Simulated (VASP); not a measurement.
# AlN (P4/nmm) in VASP: further runs

The runs below take AlN through single point, relaxation of cell and atoms, with PBE.

Everything below comes from runs of VASP 6.6.1. Logs are shortened: lines on timing, memory, paths and dates and some standing lists are left out, and cuts for length are marked.

### 1 The cell of the first run

The structure is tetragonal, space group P4/nmm (No. 129). The conventional cell has a = 3.372 Å, b = 3.372 Å, c = 4.289 Å, α = 90.00°, β = 90.00°, γ = 90.00°. Within 2.6 Å of Al (site symmetry 4mm) lie 4 N at 1.97 Å. N (site symmetry -4m2) has 4 Al at 1.97 Å and 4 N at 2.38 Å within 2.6 Å.

### 2 Single point, PBE

INCAR

```
PREC = Accurate ; ENCUT = 520
EDIFF = 1E-6 ; ISMEAR = 0
SIGMA = 0.1 ; LREAL = False
LASPH = True ; NELM = 80
ALGO = Normal ; ISIF = 2
LWAVE = False ; LCHARG = False
GGA = PE ; NBANDS = 16
```

KPOINTS

```
regular mesh
0
Gamma
  6 6 4
```

POSCAR

```
AlN
1.0
    3.3719293400      0.0000000000      0.0000000000
    0.0000000000      3.3719293400      0.0000000000
    0.0000000000      0.0000000000      4.2889663200
Al N
2 2
Direct
    0.0000000000      0.5000000000      0.2385000000
    0.5000000000      0.0000000000      0.7615000000
    0.0000000000      0.0000000000      0.0000000000
    0.5000000000      0.5000000000      0.0000000000
```

Potentials or basis: VASP PAW PBE potentials, release 64 (Al, N).

On the command line:

```
$ cat potpaw_PBE.64/Al/POTCAR potpaw_PBE.64/N/POTCAR > POTCAR
$ mpirun -np 1 vasp_std > vasp.out
```

OUTCAR:

```text
PREC = Accurate
   ENCUT = 520
   EDIFF = 1E-6
   ISMEAR = 0
   LREAL = False
   LASPH = True
   NELM = 80
   ISIF = 2
   GGA = PE

 ion  position               nearest neighbor table
   1  0.000  0.500  0.239-   3 1.97   4 1.97   3 1.97   4 1.97   2 3.14   2 3.14   2 3.14   2 3.14
                             2 3.27   2 3.27   2 3.27   2 3.27
   2  0.500  0.000  0.761-   3 1.97   4 1.97   4 1.97   3 1.97   1 3.14   1 3.14   1 3.14   1 3.14
                             1 3.27   1 3.27   1 3.27   1 3.27
   3  0.000  0.000  0.000-   1 1.97   2 1.97   1 1.97   2 1.97
   4  0.500  0.500  0.000-   1 1.97   2 1.97   2 1.97   1 1.97

  LATTYP: Found a simple tetragonal cell.
 ALAT       =     3.3719293400
 C/A-ratio  =     1.2719620987

  Lattice vectors:

 A1 = (   3.3719293400,   0.0000000000,   0.0000000000)
 A2 = (   0.0000000000,   3.3719293400,   0.0000000000)
 A3 = (   0.0000000000,   0.0000000000,   4.2889663200)

Analysis of symmetry for initial positions (statically):
=====================================================================
 Subroutine PRICEL returns:
 Original cell was already a primitive cell.

 Routine SETGRP: Setting up the symmetry group for a
 simple tetragonal supercell.

 Subroutine GETGRP returns: Found 16 space group operations
 (whereof  8 operations were pure point group operations)
 out of a pool of 16 trial point group operations.

The static configuration has the point symmetry D_2d.
 The point group associated with its full space group is D_4h.

Analysis of symmetry for dynamics (positions and initial velocities):
=====================================================================
 Subroutine PRICEL returns:
 Original cell was already a primitive cell.

 Routine SETGRP: Setting up the symmetry group for a
 simple tetragonal supercell.

 Subroutine GETGRP returns: Found 16 space group operations
 (whereof  8 operations were pure point group operations)
 out of a pool of 16 trial point group operations.

The dynamic configuration has the point symmetry D_2d.
 The point group associated with its full space group is D_4h.

 Subroutine INISYM returns: Found 16 space group operations
 (whereof  8 operations are pure point group operations),
 and found     1 'primitive' translations

----------------------------------------------------------------------------------------

                                     Primitive cell

  volume of cell :      48.7652

  direct lattice vectors                    reciprocal lattice vectors
     3.371929340  0.000000000  0.000000000     0.296566120  0.000000000  0.000000000
     0.000000000  3.371929340  0.000000000     0.000000000  0.296566120  0.000000000
     0.000000000  0.000000000  4.288966320     0.000000000  0.000000000  0.233156412

  length of vectors
     3.371929340  3.371929340  4.288966320     0.296566120  0.296566120  0.233156412

  position of ions in fractional coordinates (direct lattice)
     0.000000000  0.500000000  0.238500000
     0.500000000  0.000000000  0.761500000
     0.000000000  0.000000000  0.000000000
     0.500000000  0.500000000  0.000000000

  ion indices of the primitive-cell ions
   primitive index   ion index
                 1           1
                 2           2
                 3           3
                 4           4

----------------------------------------------------------------------------------------

 KPOINTS: regular mesh

Automatic generation of k-mesh.
 Grid dimensions read from file:
 generate k-points for:    6    6    4

 Generating k-lattice:

  Cartesian coordinates                     Fractional coordinates (reciprocal lattice)
     0.049427687  0.000000000  0.000000000     0.166666667  0.000000000  0.000000000
     0.000000000  0.049427687  0.000000000     0.000000000  0.166666667  0.000000000
     0.000000000  0.000000000  0.058289103     0.000000000  0.000000000  0.250000000

  Length of vectors
     0.049427687  0.049427687  0.058289103

  Shift w.r.t. Gamma in fractional coordinates (k-lattice)
     0.000000000  0.000000000  0.000000000

 Subroutine IBZKPT returns following result:
 ===========================================

 Found     30 irreducible k-points:

 Following reciprocal coordinates:
            Coordinates               Weight
  0.000000  0.000000  0.000000      1.000000
  0.166667  0.000000  0.000000      4.000000
  0.333333  0.000000  0.000000      4.000000
  0.500000  0.000000  0.000000      2.000000
  0.166667  0.166667  0.000000      4.000000
  0.333333  0.166667  0.000000      8.000000
[... 16 lines left out ...]
  0.333333  0.000000  0.500000      4.000000
  0.500000  0.000000  0.500000      2.000000
 [... further k-points ...]
   k-points           NKPTS =     30   k-points in BZ     NKDIM =     30   number of bands    NBANDS=     16
   number of dos      NEDOS =    301   number of ions     NIONS =      4
   total plane-waves  NPLWV =  25088
   dimension x,y,z NGX =    28 NGY =   28 NGZ =   32
   dimension x,y,z NGXF=    56 NGYF=   56 NGZF=   64
   ions per type =               2   2
   NGX,Y,Z   is equivalent  to a cutoff of  13.80, 13.80, 12.40 a.u.
   NGXF,Y,Z  is equivalent  to a cutoff of  27.61, 27.61, 24.81 a.u.
 SYSTEM =  unknown system
   PREC   = accura    normal or accurate (medium, high low for compatibility)
   ISTART =      0    job   : 0-new  1-cont  2-samecut
   ICHARG =      2    charge: 1-file 2-atom 10-const
   ISPIN  =      1    spin polarized calculation?
   LNONCOLLINEAR =      F non collinear calculations
   LSORBIT =      F    spin-orbit coupling
   LASPH  =      T    aspherical Exc in radial PAW
   ENCUT  =  520.0 eV  38.22 Ry    6.18 a.u.   6.27  6.27  7.97*2*pi/ulx,y,z
   NELM   =     80;   NELMIN=  2; NELMDL= -5     # of ELM steps
   EDIFF  = 0.1E-05   stopping-criterion for ELM
   LREAL  =      F    real-space projection
   EDIFFG = 0.1E-04   stopping-criterion for IOM
   NSW    =      0    number of steps for IOM
   IBRION =     -1    ionic relax: 0-MD 1-quasi-New 2-CG
   NFREE  =      0    steps in history (QN), initial steepest desc. (CG)
   ISIF   =      2    stress and relaxation
   ISYM   =      2    0-nonsym 1-usesym 2-fastsym
   POTIM  = 0.5000    time-step for ionic-motion
   TEBEG  =    0.0;   TEEND  =   0.0 temperature during run
   PSTRESS=    0.0 pullay stress
   NELECT =      16.0000    total number of electrons
   NUPDOWN=      -1.0000    fix difference up-down
   EMIN   =  10.00;   EMAX   =-10.00  energy-range for DOS
   EFERMI =   0.00;   METHOD = LEGACY
   ISMEAR =     0;   SIGMA  =   0.10  broadening in eV -4-tet -1-fermi 0-gaus
   EFERMI_NEDOS =   21; number of points for ismear=-14 and -15
   IALGO  =     38    algorithm
   IMIX   =      4    mixing-type and parameters
     AMIX     =   0.40;   BMIX     =  1.00
     AMIX_MAG =   1.60;   BMIX_MAG =  1.00
  volume/ion in A,a.u.               =      12.19        82.27
  Fermi-wavevector in a.u.,A,eV,Ry     =   1.129133  2.133751 17.346619  1.274941
  Thomas-Fermi vector in A             =   2.265825
   LORBIT       =      0    0 simple, 1 ext, 2 COOP (PROOUT), +10 PAW based schemes
   GGA     = PE    functional components
   LHFCALC =     F    Hartree Fock is set to
   AEXX    =    0.0000 exact exchange contribution
   IVDW    =     0    specifies the selected vdW correction
   LEPSILON=     F    determine dielectric tensor
   LRPA    =     F    only Hartree local field effects (RPA)
 non-spin polarized calculation
 Gauss-broadening in eV      SIGMA  =   0.10
  energy-cutoff  :      520.00
  volume of cell :       48.77
 maximum number of plane-waves:      1328
 NGX is ok and might be reduce to    28
   NGX = 13   NGY = 13   NGZ = 15

 number of electron      15.9999995 magnetization

 Free energy of the ion-electron system (eV)
  ---------------------------------------------------
  ext. energy  EPLUGINS =         0.00000000
  ---------------------------------------------------
  free energy    TOTEN  =       -23.15838575 eV

  energy without entropy =      -23.14080391  energy(sigma->0) =      -23.14959483

 E-fermi :   6.6563     XC(G=0): -10.3948

 val. band max:        6.6422617718   @ k =   0.5000   0.0000   0.2500
 cond. band min:       6.7042675899   @ k =   0.3333   0.1667   0.5000
 fundamental gap:      0.0620058181
 Fermi energy:         6.6562980331

 k-point     1 :       0.0000    0.0000    0.0000
  band No.  band energies     occupation
      1     -10.6950      2.00000
      2      -5.3773      2.00000
      3       0.4928      2.00000
      4       1.0664      2.00000
      5       1.0664      2.00000
      6       1.9087      2.00000
[... 8 lines left out ...]
     15      16.0426      0.00000
     16      16.0426      0.00000

 k-point     2 :       0.1667    0.0000    0.0000
  band No.  band energies     occupation
      1     -10.4379      2.00000
      2      -5.9079      2.00000
      3       0.6987      2.00000
      4       1.3305      2.00000
      5       1.3709      2.00000
      6       2.2085      2.00000
[... 8 lines left out ...]
     15      16.2837      0.00000
     16      16.9502      0.00000

 k-point     3 :       0.3333    0.0000    0.0000
  band No.  band energies     occupation
      1      -9.6901      2.00000
      2      -7.1513      2.00000
      3       1.3684      2.00000
      4       2.1042      2.00000
      5       2.1437      2.00000
      6       2.9577      2.00000
[... 8 lines left out ...]
     15      16.7250      0.00000
     16      17.8254      0.00000

 k-point     4 :       0.5000    0.0000    0.0000
  band No.  band energies     occupation
      1      -8.5340      2.00000
      2      -8.5340      2.00000
      3       2.4046      2.00000
      4       2.4046      2.00000
      5       3.1545      2.00000
      6       3.1545      2.00000
[... 8 lines left out ...]
     15      16.9553      0.00000
     16      16.9553      0.00000

 k-point     5 :       0.1667    0.1667    0.0000
  band No.  band energies     occupation
      1     -10.1883      2.00000
      2      -6.2321      2.00000
      3       0.2248      2.00000
      4       1.0714      2.00000
      5       2.4542      2.00000
      6       2.7440      2.00000
[... 8 lines left out ...]
     15      17.1779      0.00000
     16      17.8631      0.00000

 k-point     6 :       0.3333    0.1667    0.0000
  band No.  band energies     occupation
      1      -9.4687      2.00000
      2      -7.1666      2.00000
      3       0.1365      2.00000
      4       1.7358      2.00000
      5       2.2682      2.00000
      6       3.6833      2.00000
[... 8 lines left out ...]
     15      16.4312      0.00000
     16      18.0734      0.00000
[... 267 lines left out ...]
 k-point    21 :       0.0000    0.0000    0.5000
  band No.  band energies     occupation
      1     -10.5499      2.00000
      2      -5.3379      2.00000
      3      -1.9201      2.00000
      4       1.1503      2.00000
      5       1.1503      2.00000
      6       4.5368      2.00000
[... 8 lines left out ...]
     15      17.6403      0.00000
     16      17.8869      0.00000

 k-point    22 :       0.1667    0.0000    0.5000
  band No.  band energies     occupation
      1     -10.2979      2.00000
      2      -5.8594      2.00000
      3      -1.6062      2.00000
      4       1.4128      2.00000
      5       1.4357      2.00000
      6       4.0038      2.00000
[... 8 lines left out ...]
     15      18.1682      0.00000
     16      18.6070      0.00000

 k-point    23 :       0.3333    0.0000    0.5000
  band No.  band energies     occupation
      1      -9.5655      2.00000
      2      -7.0786      2.00000
      3      -0.6776      2.00000
      4       2.1808      2.00000
      5       2.2227      2.00000
      6       2.5326      2.00000
[... 8 lines left out ...]
     15      16.7534      0.00000
     16      16.8676      0.00000

 k-point    24 :       0.5000    0.0000    0.5000
  band No.  band energies     occupation
      1      -8.4330      2.00000
      2      -8.4330      2.00000
      3       0.7821      2.00000
      4       0.7821      2.00000
      5       3.3848      2.00000
      6       3.3848      2.00000
[... 8 lines left out ...]
     15      17.7872      0.00000
     16      17.7872      0.00000

 [... further k-points ...]
[... 5 lines left out ...]
  --------------------------------------------------------------------------------------
  -------------------------------------------------------------------------------------
  Total        2.5806565      2.5806565     -1.5597099      0.0000000      0.0000000      0.0000000
  in kB       84.7873809     84.7873809    -51.2442153      0.0000000      0.0000000      0.0000000
  external PRESSURE =      39.4435155 kB  Pullay stress =       0.0000000 kB

 VOLUME and BASIS-vectors are now :
 -----------------------------------------------------------------------------
  energy-cutoff  :      520.00
  volume of cell :       48.77
      direct lattice vectors                 reciprocal lattice vectors
     3.371929340  0.000000000  0.000000000     0.296566120  0.000000000  0.000000000
     0.000000000  3.371929340  0.000000000     0.000000000  0.296566120  0.000000000
     0.000000000  0.000000000  4.288966320     0.000000000  0.000000000  0.233156412

 POSITION                                       TOTAL-FORCE (eV/Angst)
 -----------------------------------------------------------------------------------
      0.00000      1.68596      1.02292         0.000000      0.000000     -1.732082
      1.68596      0.00000      3.26605        -0.000000      0.000000      1.732082
      0.00000      0.00000      0.00000         0.000000      0.000000      0.000000
      1.68596      1.68596      0.00000         0.000000      0.000000      0.000000
 -----------------------------------------------------------------------------------
    total drift:                                0.000000      0.000000     -0.000000

  FREE ENERGIE OF THE ION-ELECTRON SYSTEM (eV)
  ---------------------------------------------------
  free  energy   TOTEN  =       -23.1583857539 eV

  energy  without entropy=      -23.1408039066  energy(sigma->0) =      -23.14959483
```

Wall time 38 s (1 thread of AMD EPYC 7R13 (Zen 3), shared host); peak memory 0.13 GiB.

What came out:

```yaml
Free_energy: -23.1584 eV
Pressure: 3.9 GPa
Largest_force: 1.732 eV/Å
Band_gap_on_the_k_mesh: zero (band 8 reaches 7.85 eV, above the bottom of band 9 at 5.11 eV)
```

Forces on the atoms (eV/Å):
```
Al   0.000  0.000 -1.732
Al   0.000  0.000  1.732
N    0.000  0.000  0.000
N    0.000  0.000  0.000
```

Stress tensor (GPa, compression positive):
```
 8.48  0.00  0.00
 0.00  8.48  0.00
 0.00  0.00 -5.12
```

Levels at points of the mesh, in eV from the Fermi level:
| k point | band 5 | band 6 | band 7 | band 8 | band 9 | band 10 | band 11 | band 12 |
| --- | --- | --- | --- | --- | --- | --- | --- | --- |
| (0.00, 0.00, 0.00) | -5.59 | -4.75 | -1.73 | 0.16 | 0.16 | 4.32 | 6.69 | 6.69 |
| (0.50, 0.00, 0.00) | -3.50 | -3.50 | -3.34 | -3.34 | -1.33 | -1.33 | 8.64 | 8.64 |
| (0.50, 0.50, 0.00) | -3.56 | -3.56 | 1.19 | 1.19 | 1.21 | 1.21 | 1.48 | 1.48 |
| (0.00, 0.00, 0.50) | -5.51 | -2.12 | -0.09 | 0.16 | 0.16 | 4.50 | 4.86 | 4.86 |
| (0.50, 0.00, 0.50) | -3.27 | -3.27 | -3.25 | -3.25 | 1.10 | 1.10 | 7.71 | 7.71 |
| (0.50, 0.50, 0.50) | -4.58 | -4.58 | -0.51 | -0.51 | 1.20 | 1.20 | 4.39 | 4.39 |

Caveat: the k points lie up to 0.37 Å⁻¹ apart; forces of over 1 eV/Å act on the atoms, so gaps and moduli don't describe the material at rest.

(Part 1 of 2 ends here.)
